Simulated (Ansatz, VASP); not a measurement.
Bi: VASP beside Ansatz

The input INCAR:

```
PREC     = Accurate       # precision mode
ENCUT    = 520            # plane-wave cutoff, eV
EDIFF    = 1E-7           # SCF threshold, eV
ISMEAR   = 0              # smearing method
SIGMA    = 0.1            # smearing width, eV
LREAL    = False          # projectors in reciprocal space
LASPH    = True           # aspherical terms in the spheres
NELM     = 100            # most SCF steps
ALGO     = Normal         # electronic algorithm
ISIF     = 2              # what is computed and relaxed
LWAVE    = False          # write WAVECAR
LCHARG   = False          # write CHGCAR
GGA      = PE             # functional
NBANDS   = 14             # bands
```

The input KPOINTS:

```
regular mesh
0
Gamma
  6 6 4
```

Contents of POSCAR:

```
Bi
1.0
    2.7043222400      0.0000000000      0.0000000000
    0.0000000000      2.7043222400      0.0000000000
    0.0000000000      0.0000000000      4.9665648200
Bi
1
Direct
    0.5000000000      0.5000000000      0.0000000000
```

Input for Ansatz:

```yaml
crystal:
  lattice:
    - [2.70432224, 0.0, 0.0]
    - [0.0, 2.70432224, 0.0]
    - [0.0, 0.0, 4.96656482]
  atoms:
    - { symbol: Bi, position: [0.5, 0.5, 0.0] }
basis:
  ecutwfc: 420
kpoints:
  mp_grid: { grid: [6, 6, 4] }
hamiltonian:
  xc: pbe
scf:
  occupations: { method: gaussian, width: 0.1 }
  lower_state_search: "off"
output:
  forces: true
  stress: true
  eigenvalues: true
```

Alike in both runs: task single point; functional PBE; k mesh 6 × 6 × 4; occupations gaussian, width 0.1 eV; no spin polarisation.

|  | VASP | Ansatz |
| --- | --- | --- |
| version | VASP 6.6.1 | Ansatz 0.2.0 |
| potentials or method | VASP PAW PBE potentials, release 64 (Bi_d), cutoff 520 eV | scalar-relativistic, plane waves, PAW |
| valence electrons in the cell | 15 | 15 |

|  | VASP | Ansatz | Ansatz less VASP |
| --- | --- | --- | --- |
| gap on the k mesh at the Fermi level (eV) | none | none | - |
| pressure (GPa) | 27.0 | 27.1 | +0.08 |
| traceless stress, the component that is largest in VASP (GPa) | -27.76 | -27.85 | -0.097 |

A gap of «none» marks a metal or a gap that the smearing closes. With one functional, cell and mesh, what is left measures potentials, basis and numerics.

The k mesh is coarse, so the values compare programs but aren't converged. Neither program's run includes spin-orbit coupling.
